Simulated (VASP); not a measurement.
Here is a VASP 6.6.1 calculation.

INCAR

```
PREC = Accurate
ENCUT = 500
EDIFF = 1E-7
ISMEAR = 0
SIGMA = 0.02
LREAL = F
LASPH = T
NELM = 120
ALGO = Normal
ISIF = 3
LWAVE = F
LCHARG = F
GGA = PE
IVDW = 12
IBRION = 2
NSW = 100
EDIFFG = -0.005
GGA_COMPAT = F
NELMIN = 4
```

File KPOINTS:

```
Automatic mesh
0
Gamma
  4 8 6
```

The input POSCAR:

```
GeS
1.0
   10.4810000000      0.0000000000      0.0000000000
    0.0000000000      3.6460000000      0.0000000000
    0.0000000000      0.0000000000      4.2990000000
Ge S
4 4
Direct
    0.1221000000      0.2500000000      0.1277000000
    0.3779000000      0.7500000000      0.6277000000
    0.6221000000      0.2500000000      0.3723000000
    0.8779000000      0.7500000000      0.8723000000
    0.8495000000      0.2500000000      0.5023000000
    0.6505000000      0.7500000000      0.0023000000
    0.3495000000      0.2500000000      0.9977000000
    0.1505000000      0.7500000000      0.4977000000
```

Potentials or basis: VASP PAW PBE potentials, release 64 (Ge_d, S).

The run is started by

```console
$ cat potpaw_PBE.64/Ge_d/POTCAR potpaw_PBE.64/S/POTCAR > POTCAR
$ mpirun -np 1 vasp_std > vasp.out
```

Task: What does it give for the relaxed cell?

Result: a = 10.650 Å, b = 3.683 Å, c = 4.346 Å, α = 90.00°, β = 90.00°, γ = 90.00°.

Task: Estimate the space group after relaxing (to 0.1 Å).

Result: Pnma (No. 62).

Task: Predict the relaxed volume.

Result: 21.31 Å³/atom.

Task: Estimate the band gap on the k mesh.

Result: 1.22 eV (least direct gap 1.26 eV).

Final structure:
```
CELL_PARAMETERS angstrom
10.64976 0.00000 0.00000
0.00000 3.68318 0.00000
0.00000 0.00000 4.34604
ATOMIC_POSITIONS crystal
Ge 0.12450 0.25000 0.13348
Ge 0.37550 0.75000 0.63348
Ge 0.62450 0.25000 0.36652
Ge 0.87550 0.75000 0.86652
S 0.84958 0.25000 0.49559
S 0.65042 0.75000 0.99559
S 0.34958 0.25000 0.00441
S 0.15042 0.75000 0.50441
```

A k mesh can miss the band edges. Zero-point motion and thermal expansion aren't in these numbers.
